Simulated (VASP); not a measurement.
A run of VASP 6.6.1:

The input INCAR:

```
SYSTEM = Si
PREC = Accurate
ENCUT = 520
EDIFF = 1E-6
ISMEAR = -1
SIGMA = 0.05
LREAL = .False.
LASPH = .True.
NELM = 80
ALGO = Normal
ISIF = 2
LWAVE = .False.
LCHARG = .False.
GGA = PE
NBANDS = 16
```

Contents of KPOINTS:

```
regular mesh
0
Gamma
  8 8 8
  0 0 0
```

POSCAR

```
Si
1.0
    0.0000000000      2.6599000000      4.6432400000
    2.4222700000      0.0000000000      4.6432400000
    2.4222700000      2.6599000000      0.0000000000
Si
4
Direct
    0.7273900000      0.2726100000      0.7273900000
    0.2726100000      0.7273900000      0.2726100000
    0.7797700000      0.7797700000      0.2202300000
    0.2202300000      0.2202300000      0.7797700000
```

Potentials or basis: VASP PAW PBE potentials, release 64 (Si).

The run is started by

```sh
$ cat potpaw_PBE.64/Si/POTCAR > POTCAR
$ mpirun -np 1 vasp_std > vasp.out
```

Hardware: 1 thread of AMD EPYC 7R13, with other jobs on the host.

Estimate the wall time of this run.

It took 2 min on 1 thread of AMD EPYC 7R13, on a shared host, peak memory 0.22 GiB. Counts: scf iterations 12, k points 95.
